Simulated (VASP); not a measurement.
# TiO2 (I4_1/amd) in VASP: a series of runs

The runs below take TiO2 through single point, with PBE+U.

Program: VASP 6.6.1. These are calculated values, not measurements. Logs are shortened: lines on timing, memory, paths and dates and some standing lists are left out, and cuts for length are marked.

**1. The cell of the first run**

Symmetry: I4_1/amd, No. 141, tetragonal system. The conventional cell has a = 3.881 Å, b = 3.881 Å, c = 9.519 Å, α = 90.00°, β = 90.00°, γ = 90.00°. Within 2.6 Å of Ti (site symmetry -4m2) lie 6 O at 1.95 to 1.99 Å. O (site symmetry 2mm) has 3 Ti at 1.95 to 1.99 Å and 2 O at 2.47 Å within 2.6 Å.

**2. Single point, PBE+U**

Input file INCAR:

```
SYSTEM = TiO2
  PREC = Accurate
  ENCUT = 520
  EDIFF = 1E-7
  ISMEAR = 0
  SIGMA = 0.05
  LREAL = .FALSE.
  LASPH = .TRUE.
  NELM = 150
  ALGO = Normal
  ISIF = 2
  LWAVE = .FALSE.
  LCHARG = .TRUE.
  LMAXMIX = 4
  LDAU = .TRUE.
  LDAUTYPE = 2
  LDAUL = 2 -1
  LDAUU = 4 0
  LDAUJ = 0 0
  LDAUPRINT = 1
  GGA = PE
  LELF = .TRUE.
  LVHAR = .TRUE.
  NBANDS = 33
```

Input file KPOINTS:

```
Automatic mesh
0
G
  8 8 8
  0 0 0
```

Input file POSCAR:

```
TiO2
1.0
   -1.9404500000      1.9404500000      4.7595000000
    1.9404500000     -1.9404500000      4.7595000000
    1.9404500000      1.9404500000     -4.7595000000
Ti O
2 4
Direct
    0.0000000000      0.0000000000      0.0000000000
    0.7500000000      0.2500000000      0.5000000000
    0.2052277854      0.2052277854      0.0000000000
    0.9552277854      0.4552277854      0.5000000000
    0.5447722146      0.0447722146      0.5000000000
    0.7947722146      0.7947722146      0.0000000000
```

Potentials or basis: VASP PAW PBE potentials, release 64 (Ti_sv, O).

On the command line:

```
$ cat potpaw_PBE.64/Ti_sv/POTCAR potpaw_PBE.64/O/POTCAR > POTCAR
$ mpirun -np 1 vasp_std > vasp.out
```

OUTCAR:

```text
SYSTEM = TiO2
   PREC = Accurate
   ENCUT = 520
   EDIFF = 1E-7
   ISMEAR = 0
   LREAL = .FALSE.
   LASPH = .TRUE.
   NELM = 150
   ISIF = 2
   GGA = PE

 ion  position               nearest neighbor table
   1  0.000  0.000  0.000-   3 1.95   6 1.95   5 1.99   4 1.99   5 1.99   4 1.99
   2  0.750  0.250  0.500-   4 1.95   5 1.95   6 1.99   3 1.99   6 1.99   3 1.99
   3  0.205  0.205  0.000-   1 1.95   2 1.99   2 1.99
   4  0.955  0.455  0.500-   2 1.95   1 1.99   1 1.99
   5  0.545  0.045  0.500-   2 1.95   1 1.99   1 1.99
   6  0.795  0.795  0.000-   1 1.95   2 1.99   2 1.99

  LATTYP: Found a body centered tetragonal cell.
 ALAT       =     3.8809000000
 C/A-ratio  =     2.4527815713

  Lattice vectors:

 A1 = (  -1.9404500000,   1.9404500000,   4.7595000000)
 A2 = (   1.9404500000,  -1.9404500000,   4.7595000000)
 A3 = (   1.9404500000,   1.9404500000,  -4.7595000000)

Analysis of symmetry for initial positions (statically):
=====================================================================
 Subroutine PRICEL returns:
 Original cell was already a primitive cell.

 Routine SETGRP: Setting up the symmetry group for a
 body centered tetragonal supercell.

 Subroutine GETGRP returns: Found 16 space group operations
 (whereof  8 operations were pure point group operations)
 out of a pool of 16 trial point group operations.

The static configuration has the point symmetry D_2d.
 The point group associated with its full space group is D_4h.

Analysis of symmetry for dynamics (positions and initial velocities):
=====================================================================
 Subroutine PRICEL returns:
 Original cell was already a primitive cell.

 Routine SETGRP: Setting up the symmetry group for a
 body centered tetragonal supercell.

 Subroutine GETGRP returns: Found 16 space group operations
 (whereof  8 operations were pure point group operations)
 out of a pool of 16 trial point group operations.

The dynamic configuration has the point symmetry D_2d.
 The point group associated with its full space group is D_4h.

 Subroutine INISYM returns: Found 16 space group operations
 (whereof  8 operations are pure point group operations),
 and found     1 'primitive' translations

----------------------------------------------------------------------------------------

                                     Primitive cell

  volume of cell :      71.6847

  direct lattice vectors                    reciprocal lattice vectors
    -1.940450000  1.940450000  4.759500000     0.000000000  0.257672189  0.105053052
     1.940450000 -1.940450000  4.759500000     0.257672189  0.000000000  0.105053052
     1.940450000  1.940450000 -4.759500000     0.257672189  0.257672189  0.000000000

  length of vectors
     5.493954191  5.493954191  5.493954191     0.278264444  0.278264444  0.364403505

  position of ions in fractional coordinates (direct lattice)
     0.000000000  0.000000000  0.000000000
     0.750000000  0.250000000  0.500000000
     0.205227785  0.205227785  0.000000000
     0.955227785  0.455227785  0.500000000
     0.544772215  0.044772215  0.500000000
     0.794772215  0.794772215  0.000000000

  ion indices of the primitive-cell ions
   primitive index   ion index
                 1           1
                 2           2
                 3           3
                 4           4
                 5           5
                 6           6

----------------------------------------------------------------------------------------

 KPOINTS: Automatic mesh

Automatic generation of k-mesh.
[... 107 lines left out ...]
   NGX = 21   NGY = 21   NGZ = 21

atom =   1  type =  1  l = 2

 onsite density matrix

spin component  1

  0.0952  0.0000 -0.0000  0.0000 -0.0000
  0.0000  0.1010  0.0000 -0.0000 -0.0000
 -0.0000  0.0000  0.2641  0.0000  0.0000
  0.0000 -0.0000  0.0000  0.1010  0.0000
 -0.0000 -0.0000  0.0000  0.0000  0.2311

spin component  2

  0.0952  0.0000 -0.0000  0.0000 -0.0000
  0.0000  0.1010  0.0000 -0.0000 -0.0000
 -0.0000  0.0000  0.2641  0.0000  0.0000
  0.0000 -0.0000  0.0000  0.1010  0.0000
 -0.0000 -0.0000  0.0000  0.0000  0.2311

 occupancies and eigenvectors

  o =  0.0952  v =  1.0000  0.0000  0.0000  0.0000  0.0000  0.0000  0.0000  0.0000  0.0000  0.0000      0.0000  0.0000  0.0000  0.0000  0.0000  0.0000  0.0000  0.0000  0.0000  0.0000
  o =  0.0952  v =  0.0000  0.0000  0.0000  0.0000  0.0000  1.0000  0.0000  0.0000  0.0000  0.0000      0.0000  0.0000  0.0000  0.0000  0.0000  0.0000  0.0000  0.0000  0.0000  0.0000
  o =  0.1010  v =  0.0000 -0.8644 -0.0000 -0.5029 -0.0000  0.0000  0.0000  0.0000  0.0000  0.0000      0.0000  0.0000  0.0000  0.0000  0.0000  0.0000  0.0000  0.0000  0.0000  0.0000
  o =  0.1010  v =  0.0000  0.0000  0.0000  0.0000  0.0000  0.0000 -0.8644 -0.0000 -0.5029 -0.0000      0.0000  0.0000  0.0000  0.0000  0.0000  0.0000  0.0000  0.0000  0.0000  0.0000
  o =  0.1010  v =  0.0000 -0.5029 -0.0000  0.8644  0.0000  0.0000  0.0000  0.0000  0.0000  0.0000      0.0000  0.0000  0.0000  0.0000  0.0000  0.0000  0.0000  0.0000  0.0000  0.0000
  o =  0.1010  v =  0.0000  0.0000  0.0000  0.0000  0.0000  0.0000 -0.5029 -0.0000  0.8644  0.0000      0.0000  0.0000  0.0000  0.0000  0.0000  0.0000  0.0000  0.0000  0.0000  0.0000
  o =  0.2311  v =  0.0000 -0.0000  0.0000 -0.0000  1.0000  0.0000  0.0000  0.0000  0.0000  0.0000      0.0000  0.0000  0.0000  0.0000  0.0000  0.0000  0.0000  0.0000  0.0000  0.0000
  o =  0.2311  v =  0.0000  0.0000  0.0000  0.0000  0.0000  0.0000 -0.0000  0.0000 -0.0000  1.0000      0.0000  0.0000  0.0000  0.0000  0.0000  0.0000  0.0000  0.0000  0.0000  0.0000
  o =  0.2641  v =  0.0000  0.0000  0.0000  0.0000  0.0000  0.0000  0.0000 -1.0000 -0.0000  0.0000      0.0000  0.0000  0.0000  0.0000  0.0000  0.0000  0.0000  0.0000  0.0000  0.0000
  o =  0.2641  v =  0.0000  0.0000 -1.0000 -0.0000  0.0000  0.0000  0.0000  0.0000  0.0000  0.0000      0.0000  0.0000  0.0000  0.0000  0.0000  0.0000  0.0000  0.0000  0.0000  0.0000

atom =   2  type =  1  l = 2

 onsite density matrix

spin component  1

  0.0952  0.0000 -0.0000  0.0000  0.0000
  0.0000  0.1010  0.0000 -0.0000 -0.0000
 -0.0000  0.0000  0.2641  0.0000  0.0000
  0.0000 -0.0000  0.0000  0.1010  0.0000
  0.0000 -0.0000  0.0000  0.0000  0.2311

spin component  2

  0.0952  0.0000 -0.0000  0.0000  0.0000
  0.0000  0.1010  0.0000 -0.0000 -0.0000
 -0.0000  0.0000  0.2641  0.0000  0.0000
  0.0000 -0.0000  0.0000  0.1010  0.0000
  0.0000 -0.0000  0.0000  0.0000  0.2311

 occupancies and eigenvectors

  o =  0.0952  v =  1.0000  0.0000  0.0000  0.0000  0.0000  0.0000  0.0000  0.0000  0.0000  0.0000      0.0000  0.0000  0.0000  0.0000  0.0000  0.0000  0.0000  0.0000  0.0000  0.0000
  o =  0.0952  v =  0.0000  0.0000  0.0000  0.0000  0.0000  1.0000  0.0000  0.0000  0.0000  0.0000      0.0000  0.0000  0.0000  0.0000  0.0000  0.0000  0.0000  0.0000  0.0000  0.0000
  o =  0.1010  v =  0.0000  0.9508  0.0000  0.3099 -0.0000  0.0000  0.0000  0.0000  0.0000  0.0000      0.0000  0.0000  0.0000  0.0000  0.0000  0.0000  0.0000  0.0000  0.0000  0.0000
  o =  0.1010  v =  0.0000  0.0000  0.0000  0.0000  0.0000  0.0000  0.9508  0.0000  0.3099 -0.0000      0.0000  0.0000  0.0000  0.0000  0.0000  0.0000  0.0000  0.0000  0.0000  0.0000
  o =  0.1010  v =  0.0000  0.0000  0.0000  0.0000  0.0000  0.0000  0.3099 -0.0000 -0.9508 -0.0000      0.0000  0.0000  0.0000  0.0000  0.0000  0.0000  0.0000  0.0000  0.0000  0.0000
  o =  0.1010  v =  0.0000  0.3099 -0.0000 -0.9508 -0.0000  0.0000  0.0000  0.0000  0.0000  0.0000      0.0000  0.0000  0.0000  0.0000  0.0000  0.0000  0.0000  0.0000  0.0000  0.0000
  o =  0.2311  v =  0.0000  0.0000  0.0000  0.0000  0.0000  0.0000  0.0000 -0.0000  0.0000  1.0000      0.0000  0.0000  0.0000  0.0000  0.0000  0.0000  0.0000  0.0000  0.0000  0.0000
  o =  0.2311  v =  0.0000  0.0000 -0.0000  0.0000  1.0000  0.0000  0.0000  0.0000  0.0000  0.0000      0.0000  0.0000  0.0000  0.0000  0.0000  0.0000  0.0000  0.0000  0.0000  0.0000
  o =  0.2641  v =  0.0000  0.0000  0.0000  0.0000  0.0000  0.0000  0.0000  1.0000 -0.0000  0.0000      0.0000  0.0000  0.0000  0.0000  0.0000  0.0000  0.0000  0.0000  0.0000  0.0000
  o =  0.2641  v =  0.0000  0.0000  1.0000 -0.0000  0.0000  0.0000  0.0000  0.0000  0.0000  0.0000      0.0000  0.0000  0.0000  0.0000  0.0000  0.0000  0.0000  0.0000  0.0000  0.0000

 number of electron      48.0000012 magnetization

 Free energy of the ion-electron system (eV)
  ---------------------------------------------------
  ext. energy  EPLUGINS =         0.00000000
  ---------------------------------------------------
  free energy    TOTEN  =       -48.45018472 eV

  energy without entropy =      -48.45018472  energy(sigma->0) =      -48.45018472

 E-fermi :   3.4726     XC(G=0): -10.4760

 val. band max:        3.0640291722   @ k =  -0.3750   0.3750   0.0000
 cond. band min:       5.7373015513   @ k =   0.0000   0.0000   0.0000
 fundamental gap:      2.6732723791
 Fermi energy:         3.4726070555

 k-point     1 :       0.0000    0.0000    0.0000
  band No.  band energies     occupation
      1     -54.3891      2.00000
      2     -54.3388      2.00000
      3     -30.7455      2.00000
      4     -30.5499      2.00000
      5     -30.5499      2.00000
      6     -30.4863      2.00000
[... 853 lines left out ...]
     32       9.5798      0.00000
     33       9.9266      0.00000

 [... further k-points ...]

------------------------ aborting loop because EDIFF is reached ----------------------------------------

  FORCE on cell =-STRESS in cart. coord.  units (eV):
  Direction    XX          YY          ZZ          XY          YZ          ZX
  --------------------------------------------------------------------------------------
  -------------------------------------------------------------------------------------
  Total        0.1505798      0.1505798      4.9414852      0.0000000      0.0000000      0.0000000
  in kB        3.3655107      3.3655107    110.4439290      0.0000000      0.0000000      0.0000000
  external PRESSURE =      39.0583168 kB  Pullay stress =       0.0000000 kB

 VOLUME and BASIS-vectors are now :
 -----------------------------------------------------------------------------
  energy-cutoff  :      520.00
  volume of cell :       71.68
      direct lattice vectors                 reciprocal lattice vectors
    -1.940450000  1.940450000  4.759500000     0.000000000  0.257672189  0.105053052
     1.940450000 -1.940450000  4.759500000     0.257672189  0.000000000  0.105053052
     1.940450000  1.940450000 -4.759500000     0.257672189  0.257672189  0.000000000

 POSITION                                       TOTAL-FORCE (eV/Angst)
 -----------------------------------------------------------------------------------
      0.00000      0.00000      0.00000         0.000000      0.000000     -0.000000
      0.00000      1.94045      2.37975         0.000000      0.000000     -0.000000
      0.00000      0.00000      1.95356        -0.000000      0.000000      0.708470
      0.00000      1.94045      4.33331         0.000000     -0.000000      0.708470
      0.00000      1.94045      0.42619         0.000000     -0.000000     -0.708470
      0.00000      0.00000      7.56544        -0.000000      0.000000     -0.708470
 -----------------------------------------------------------------------------------
    total drift:                               -0.000000     -0.000000     -0.000000

  FREE ENERGIE OF THE ION-ELECTRON SYSTEM (eV)
  ---------------------------------------------------
  free  energy   TOTEN  =       -48.4501847189 eV

  energy  without entropy=      -48.4501847189  energy(sigma->0) =      -48.45018472
```

Run time: 4.9 min. Hardware: 1 thread of Intel Xeon Platinum 8488C (Sapphire Rapids), shared host; peak memory 0.32 GiB.

What came out:

```
Free energy            : -48.4502 eV
Pressure               : 3.9 GPa
Largest force          : 0.708 eV/Å
Band gap on the k mesh : 2.67 eV (least direct gap 2.92 eV)
```

Forces in eV/Å, atoms in the order of the input:
```
Ti   0.000  0.000  0.000
Ti   0.000  0.000  0.000
O    0.000  0.000  0.708
O    0.000  0.000  0.708
O    0.000  0.000 -0.708
O    0.000  0.000 -0.708
```

Levels at points of the mesh, in eV from the valence-band top:
```tsv
k point	band 22	band 23	band 24	band 25	band 26	band 27
(0.00, 0.00, 0.00)	-0.57	-0.34	-0.34	2.67	3.45	4.41
(0.50, 0.00, 0.00)	-0.77	-0.73	-0.54	3.66	3.93	3.97
(0.50, 0.50, 0.00)	-1.75	-0.03	-0.03	3.81	3.81	4.19
(0.50, 0.50, 0.50)	-1.08	-0.05	-0.05	3.05	3.05	4.26
```

Eigenvalues of the final occupation matrices:
| site | spin | trace | eigenvalues |
| --- | --- | --- | --- |
| site 1 d | 1 | 0.79 | 0.10 0.10 0.10 0.23 0.26 |
| site 1 d | 2 | 0.79 | 0.10 0.10 0.10 0.23 0.26 |
| site 2 d | 1 | 0.79 | 0.10 0.10 0.10 0.23 0.26 |
| site 2 d | 2 | 0.79 | 0.10 0.10 0.10 0.23 0.26 |

Caveat: the cell stands under pressure. A k mesh can miss the band edges.

**3. Single point, PBE+U**

This run uses another cell than the first one, of 11.99 Å³/atom.

Input file INCAR:

```
SYSTEM = TiO2
PREC     = Accurate       ! precision mode
ENCUT    = 520            ! plane-wave cutoff, eV
EDIFF    = 1E-6           ! SCF threshold, eV
ISMEAR   = 0              ! smearing method
SIGMA    = 0.05           ! smearing width, eV
LREAL    = .FALSE.        ! projectors in reciprocal space
LASPH    = .TRUE.         ! aspherical terms in the spheres
NELM     = 150            ! most SCF steps
ALGO     = Normal         ! electronic algorithm
ISIF     = 2              ! what is computed and relaxed
LWAVE    = .FALSE.        ! write WAVECAR
LCHARG   = .TRUE.         ! write CHGCAR
LMAXMIX  = 4              ! l up to which the mixer works
LDAU     = .TRUE.         ! DFT+U
LDAUTYPE = 2            
LDAUL    = 2 -1           ! shell
LDAUU    = 4 0            ! U, eV
LDAUJ    = 0 0          
LDAUPRINT= 1            
GGA      = PE             ! functional
LELF     = .TRUE.         ! ELF
LVHAR    = .TRUE.       
NBANDS   = 33             ! bands
```

KPOINTS is that of step 2.

Edit POSCAR of step 2 so:

```diff
@@ -2,5 +2,5 @@
 1.0
-   -1.9404500000      1.9404500000      4.7595000000
-    1.9404500000     -1.9404500000      4.7595000000
-    1.9404500000      1.9404500000     -4.7595000000
+   -1.8450500000      1.8450500000      5.2811000000
+    1.8450500000     -1.8450500000      5.2811000000
+    1.8450500000      1.8450500000     -5.2811000000
 Ti O
```

Potentials or basis: VASP PAW PBE potentials, release 64 (Ti_sv, O).

On the command line:

```
$ cat potpaw_PBE.64/Ti_sv/POTCAR potpaw_PBE.64/O/POTCAR > POTCAR
$ mpirun -np 1 vasp_std > vasp.out
```

It took 5.1 min on 1 thread of Intel Xeon Platinum 8488C (Sapphire Rapids), shared host; peak memory 0.38 GiB.

It converged, with:

```yaml
Free_energy: -48.1013 eV
Pressure: 5.1 GPa
Largest_force: 0.908 eV/Å
Band_gap_on_the_k_mesh: 2.75 eV (least direct gap 3.15 eV)
```

Forces on the atoms (eV/Å):
```
Ti   0.000  0.000  0.000
Ti   0.000  0.000  0.000
O    0.000  0.000 -0.908
O    0.000  0.000 -0.908
O    0.000  0.000  0.908
O    0.000  0.000  0.908
```

Stress tensor (GPa, compression positive):
```
12.48  0.00  0.00
 0.00 12.48  0.00
 0.00  0.00 -9.67
```

Levels at points of the mesh, in eV from the valence-band top:
| k point | band 20 | band 21 | band 22 | band 23 | band 24 | band 25 | band 26 | band 27 | band 28 | band 29 |
| --- | --- | --- | --- | --- | --- | --- | --- | --- | --- | --- |
| (0.00, 0.00, 0.00) | -1.23 | -1.23 | -1.08 | -0.47 | -0.47 | 2.75 | 3.18 | 4.40 | 4.55 | 4.55 |
| (0.50, 0.00, 0.00) | -1.82 | -1.74 | -1.26 | -0.88 | -0.86 | 3.70 | 3.80 | 3.88 | 4.10 | 4.66 |
| (0.50, 0.50, 0.00) | -2.38 | -2.08 | -2.08 | -0.07 | -0.07 | 3.41 | 3.41 | 3.92 | 3.92 | 5.35 |
| (0.50, 0.50, 0.50) | -1.52 | -1.46 | -1.46 | -0.28 | -0.28 | 2.96 | 2.96 | 4.36 | 4.36 | 4.72 |

Eigenvalues of the final occupation matrices:
```csv
site,spin,trace,eigenvalues
site 1 d,1,0.81,0.11 0.11 0.12 0.20 0.27
site 1 d,2,0.81,0.11 0.11 0.12 0.20 0.27
site 2 d,1,0.81,0.11 0.11 0.12 0.20 0.27
site 2 d,2,0.81,0.11 0.11 0.12 0.20 0.27
```

Caveat: the cell stands under pressure. A k mesh can miss the band edges.

(Part 1 of 2 ends here.)
